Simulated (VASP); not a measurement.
# Ag (P6_3/mmc) in VASP: further runs, part 2 of 2

VASP 6.6.1. Earlier steps stand in the parts before.

### 3 Single point, PBEsol (strain -0.1125 x Voigt [0, 0, 1, 0, 0, 0])

The input, INCAR:

```
PREC = Accurate ; ENCUT = 520
EDIFF = 1E-6 ; ISMEAR = 0
SIGMA = 0.15 ; LREAL = False
LASPH = True ; NELM = 60
ALGO = Normal ; ISIF = 2
LWAVE = False ; LCHARG = True
GGA = PS ; LELF = True
LVHAR = True ; NBANDS = 18
```

The input, KPOINTS:

```
Automatic mesh
0
Gamma
  18 18 10
```

The input, POSCAR:

```
Ag
1.0
    2.9299980804      0.0000000000      0.0000000000
   -1.4649990402      2.5374527707      0.0000000000
    0.0000000000      0.0000000000      4.2511250000
Ag
2
Direct
    0.3333333333      0.6666666667      0.2500000000
    0.6666666667      0.3333333333      0.7500000000
```

Potentials or basis: VASP PAW PBE potentials, release 64 (Ag).

Launch:

```bash
$ cat potpaw_PBE.64/Ag/POTCAR > POTCAR
$ mpirun -np 1 vasp_std > vasp.out
```

It took 39 s on 1 thread of AMD EPYC 9R45 (Zen 5), shared host; peak memory 0.2 GiB.

The run converged. Its results:

```yaml
Free_energy: -6.4390 eV
Pressure: 9.5 GPa
Band_gap_on_the_k_mesh: zero (band 11 reaches 13.07 eV, above the bottom of band 12 at 5.94 eV)
```

Stress tensor (GPa, compression positive):
```
 4.36  0.00  0.00
 0.00  4.36  0.00
 0.00  0.00 19.86
```

Levels at points of the mesh, in eV from the Fermi level:
| k point | band 8 | band 9 | band 10 | band 11 | band 12 | band 13 | band 14 | band 15 |
| --- | --- | --- | --- | --- | --- | --- | --- | --- |
| (0.00, 0.00, 0.00) | -4.63 | -4.54 | -3.12 | -3.12 | 0.37 | 5.72 | 14.89 | 17.22 |
| (0.50, 0.00, 0.00) | -3.37 | -3.06 | -2.69 | -0.36 | 1.12 | 8.00 | 8.16 | 9.51 |
| (0.00, 0.00, 0.50) | -4.58 | -3.44 | -3.44 | -3.44 | -3.44 | 14.09 | 14.09 | 15.67 |
| (0.50, 0.00, 0.50) | -3.29 | -3.15 | -3.15 | 0.45 | 0.45 | 4.78 | 4.78 | 13.38 |

Caveat: the cell differs from its parent crystal (strain -0.1125 x Voigt [0, 0, 1, 0, 0, 0]); the PAW data sets were made with another functional, which shifts forces and pressure a little.

### 4 Single point, PBEsol (strain -0.0750 x Voigt [0, 0, 1, 0, 0, 0])

The input, INCAR:

```
SYSTEM = Ag
  PREC = Accurate
  ENCUT = 520
  EDIFF = 1E-6
  ISMEAR = 0
  SIGMA = 0.15
  LREAL = .False.
  LASPH = .True.
  NELM = 100
  ALGO = Fast
  ISIF = 2
  LWAVE = .False.
  LCHARG = .False.
  GGA = PS
  NBANDS = 18
```

The input, KPOINTS:

```
regular mesh
0
Gamma
  18 18 10
  0 0 0
```

Changes to POSCAR since step 3:

```diff
@@ -4,3 +4,3 @@
    -1.4649990402      2.5374527707      0.0000000000
-    0.0000000000      0.0000000000      4.2511250000
+    0.0000000000      0.0000000000      4.4307500000
 Ag
```

Potentials or basis: VASP PAW PBE potentials, release 64 (Ag).

Launch:

```bash
$ cat potpaw_PBE.64/Ag/POTCAR > POTCAR
$ mpirun -np 1 vasp_std > vasp.out
```

OUTCAR:

```text
SYSTEM = Ag
   PREC = Accurate
   ENCUT = 520
   EDIFF = 1E-6
   ISMEAR = 0
   LREAL = .False.
   LASPH = .True.
   NELM = 100
   ISIF = 2
   GGA = PS

 ion  position               nearest neighbor table
   1  0.333  0.667  0.250-   2 2.79   2 2.79   2 2.79   2 2.79   2 2.79   2 2.79
   2  0.667  0.333  0.750-   1 2.79   1 2.79   1 2.79   1 2.79   1 2.79   1 2.79

  LATTYP: Found a hexagonal cell.
 ALAT       =     2.9299980804
 C/A-ratio  =     1.5122023559

  Lattice vectors:

 A1 = (   2.9299980804,   0.0000000000,   0.0000000000)
 A2 = (  -1.4649990402,   2.5374527707,   0.0000000000)
[... 676 lines left out ...]
      5       4.2701      2.00000
      6       4.2880      2.00000
[... 10 lines left out ...]
     17      20.3836      0.00000
     18      23.9792      0.00000

 [... further k-points ...]
[... 5 lines left out ...]
  --------------------------------------------------------------------------------------
  -------------------------------------------------------------------------------------
  Total       -0.1784776     -0.1784776      1.7210922      0.0000000     -0.0000000     -0.0000000
  in kB       -8.6806414     -8.6806414     83.7090047      0.0000000     -0.0000000     -0.0000000
  external PRESSURE =      22.1159073 kB  Pullay stress =       0.0000000 kB

 VOLUME and BASIS-vectors are now :
 -----------------------------------------------------------------------------
  energy-cutoff  :      520.00
  volume of cell :       32.94
      direct lattice vectors                 reciprocal lattice vectors
     2.929998080  0.000000000  0.000000000     0.341297152  0.197048003  0.000000000
    -1.464999040  2.537452771  0.000000000     0.000000000  0.394096005  0.000000000
     0.000000000  0.000000000  4.430750000     0.000000000  0.000000000  0.225695424

 POSITION                                       TOTAL-FORCE (eV/Angst)
 -----------------------------------------------------------------------------------
     -0.00000      1.69164      1.10769        -0.000000      0.000000      0.000000
      1.46500      0.84582      3.32306         0.000000     -0.000000      0.000000
 -----------------------------------------------------------------------------------
    total drift:                                0.000000     -0.000000      0.000000

  FREE ENERGIE OF THE ION-ELECTRON SYSTEM (eV)
  ---------------------------------------------------
  free  energy   TOTEN  =        -6.5566305297 eV

  energy  without entropy=       -6.5513751512  energy(sigma->0) =       -6.55400284
```

OSZICAR:

```text
N       E                     dE             d eps       ncg     rms          rms(c)
DAV:   1     0.125181169599E+03    0.12518E+03   -0.11847E+04  7992   0.123E+03
DAV:   2    -0.513629855645E+01   -0.13032E+03   -0.12398E+03  8264   0.270E+02
DAV:   3    -0.726248287433E+01   -0.21262E+01   -0.21178E+01  9252   0.388E+01
DAV:   4    -0.726863056539E+01   -0.61477E-02   -0.61472E-02  8894   0.207E+00
DAV:   5    -0.726867826704E+01   -0.47702E-04   -0.47702E-04  8856   0.193E-01    0.869E+00
RMM:   6    -0.658723462589E+01    0.68144E+00   -0.15185E+00  8008   0.101E+01    0.511E+00
RMM:   7    -0.656479959713E+01    0.22435E-01   -0.31109E-02  8405   0.175E+00    0.286E+00
RMM:   8    -0.655667105317E+01    0.81285E-02   -0.31482E-03  8624   0.526E-01    0.285E-01
RMM:   9    -0.655663260118E+01    0.38452E-04   -0.52814E-04  8899   0.189E-01    0.876E-02
RMM:  10    -0.655663060698E+01    0.19942E-05   -0.74326E-05  8963   0.658E-02    0.511E-02
RMM:  11    -0.655663014060E+01    0.46638E-06   -0.16374E-05  8216   0.244E-02    0.188E-02
RMM:  12    -0.655663052972E+01   -0.38912E-06   -0.59924E-06  8051   0.182E-02
   1 F= -.65566305E+01 E0= -.65540028E+01  d E =-.525538E-02
```

Run time: 57 s. Hardware: 1 thread of AMD EPYC 9R45 (Zen 5), shared host; peak memory 0.2 GiB.

What came out:

| Property | Result |
| --- | --- |
| Free energy | -6.5566 eV |
| Pressure | 2.2 GPa |
| Band gap on the k mesh | zero (band 11 reaches 12.52 eV, above the bottom of band 12 at 5.34 eV) |

Caveat: the cell differs from its parent crystal (strain -0.0750 x Voigt [0, 0, 1, 0, 0, 0]); the PAW data sets were made with another functional, which shifts forces and pressure a little.

### 5 The runs side by side

```tsv
cell	gap on the mesh (eV)	pressure (GPa)
a = 2.930, b = 2.930, c = 4.072 Å, angles 90.0, 90.0, 120.0°, 2 atoms	none	19.6
a = 2.930, b = 2.930, c = 4.251 Å, angles 90.0, 90.0, 120.0°, 2 atoms	none	9.5
a = 2.930, b = 2.930, c = 4.431 Å, angles 90.0, 90.0, 120.0°, 2 atoms	none	2.2
```

Alike in all rows: task single point; level PBEsol; potentials or basis VASP PAW PBE potentials, release 64 (Ag); no spin polarisation; k mesh 18 × 18 × 10; cutoff (eV) 520; smearing gaussian 0.15 eV.

Caveats: the PAW data sets were made with another functional, which shifts forces and pressure a little.

Absolute energies hang on the potentials; compare differences alone.
